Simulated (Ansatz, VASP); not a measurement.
Given: the input of a run of VASP 6.6.1 on MnO.

File INCAR:

```
PREC = Accurate
ENCUT = 600
EDIFF = 1E-6
ISMEAR = -1
SIGMA = 0.05
LREAL = False
LASPH = True
NELM = 150
ALGO = Normal
ISIF = 3
LWAVE = False
LCHARG = False
ISPIN = 2
MAGMOM = 4 0
LORBIT = 11
LMAXMIX = 4
GGA = RP
IVDW = 13
IBRION = 2
NSW = 80
EDIFFG = -0.005
```

Contents of KPOINTS:

```
regular mesh
0
Gamma
  10 10 10
```

File POSCAR:

```
MnO
1.0
    0.0000000000      2.2239077028      2.2239077028
    2.2239077028      0.0000000000      2.2239077028
    2.2239077028      2.2239077028      0.0000000000
Mn O
1 1
Direct
    0.0000000000      0.0000000000      0.0000000000
    0.5000000000      0.5000000000      0.5000000000
```

Potentials or basis: VASP PAW PBE potentials, release 64 (Mn_pv, O).

The run is started by

```sh
$ cat potpaw_PBE.64/Mn_pv/POTCAR potpaw_PBE.64/O/POTCAR > POTCAR
$ mpirun -np 1 vasp_std > vasp.out
```

Set up the same calculation for Ansatz 0.2.0. Potentials there: all-electron LAPW, scalar-relativistic.

As run (the cutoff follows the program's own potentials):

The input input.yaml:

```yaml
crystal:
  lattice:
    - [0.0, 2.2239077028, 2.2239077028]
    - [2.2239077028, 0.0, 2.2239077028]
    - [2.2239077028, 2.2239077028, 0.0]
  atoms:
    - { symbol: Mn, position: [0.0, 0.0, 0.0], spin: 4.0 }
    - { symbol: O, position: [0.5, 0.5, 0.5] }
kpoints:
  mp_grid: { grid: [10, 10, 10] }
scf:
  occupations: { method: fermi_dirac, width: 0.05 }
hamiltonian:
  xc: rpbe
  dispersion: d4
  pseudopotentials: { kind: all_electron, lapw: { basis_error: 0.001 } }
magnetization:
  spin_polarized: true
output:
  forces: true
  stress: true
relax:
  f_tol: 0.005
  max_steps: 60
  cell: {}
```

Potentials or basis: all-electron LAPW, scalar-relativistic.

The run is started by

```bash
$ ansatz run input.yaml --threads 2 --pin off --max-ram 6144MiB --backend cpu --events-out ev --progress --plain --runs-dir out
```

Both were run:

|  | VASP | Ansatz | Ansatz less VASP |
| --- | --- | --- | --- |
| net moment per atom (μB) | 2.40 | 2.40 | 0.000 |
| size of the moment on the site where the two differ most (μB) | 4.37 | 4.32 | -0.046 |
| relaxed volume (Å³/atom) | 10.90 | 10.89 | -0.010 |
| relaxed length of the cell vector where the two differ most in proportion (Å) | 3.136 | 3.135 | -0.0010 |

VASP's potentials were made for PBE, not for RPBE. Site moments also hang on the region over which each program counts them. Ansatz ran all-electron here, and VASP with PAW potentials.
